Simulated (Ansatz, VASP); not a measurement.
# Pt: VASP beside Ansatz

POSCAR

```
Pt
1.0
    0.0000000000      1.9314386481      1.9314386481
    1.9314386481      0.0000000000      1.9314386481
    1.9314386481      1.9314386481      0.0000000000
Pt
1
Direct
    0.0000000000      0.0000000000      0.0000000000
```

Contents of INCAR.step1:

```
PREC = Accurate
ENCUT = 520
ISMEAR = -1
SIGMA = 0.03
LREAL = F
LASPH = T
NELM = 80
NBANDS = 11
GGA = PE
ALGO = Normal
EDIFF = 1E-4
LWAVE = T
LCHARG = F
```

File INCAR.step2:

```
PREC = Accurate
ENCUT = 520
EDIFF = 1E-8
ISMEAR = -1
SIGMA = 0.03
LREAL = F
LASPH = T
NELM = 80
ALGO = Normal
ISIF = 2
LWAVE = F
LCHARG = F
METAGGA = R2SCAN
LMIXTAU = T
LEFG = T
NBANDS = 11
ISTART = 1
```

The input KPOINTS:

```
regular mesh
0
Gamma
  18 18 18
```

Input for Ansatz:

```yaml
crystal:
  lattice:
    - [0.0, 1.9314386481, 1.9314386481]
    - [1.9314386481, 0.0, 1.9314386481]
    - [1.9314386481, 1.9314386481, 0.0]
  atoms:
    - { symbol: Pt, position: [0.0, 0.0, 0.0] }
kpoints:
  mp_grid: { grid: [18, 18, 18] }
scf:
  occupations: { method: fermi_dirac, width: 0.03 }
hamiltonian:
  xc: r2scan
  pseudopotentials: { kind: paw }
output:
  forces: true
  stress: true
  eigenvalues: true
  efg: { contact_densities: true }
```

Change from the starting cell: functional r2scan, volume scaled by 0.96, PAW files.

Alike in both runs: task electric field gradients; functional r2SCAN; k mesh 18 × 18 × 18; occupations fermi-dirac, width 0.03 eV; no spin polarisation.

```csv
,VASP,Ansatz
version,VASP 6.6.1,Ansatz 0.2.0
potentials or method,"VASP PAW PBE potentials, release 64 (Pt)","PAW with Ansatz's default frozen-core files, scalar-relativistic"
plane-wave cutoff (eV),520,500
valence electrons in the cell,10,18
```

VASP gave:

```
pressure (GPa) : 20.0
```

Task: What did Ansatz give for the same quantities?

Result: Pressure (GPa): 18.9.

VASP's potentials were made for PBE, not for r2SCAN. VASP's potentials hold 10 valence electrons a cell and Ansatz's 18, so a difference there can come from the potentials and not from the codes.

Spin-orbit coupling is off throughout.
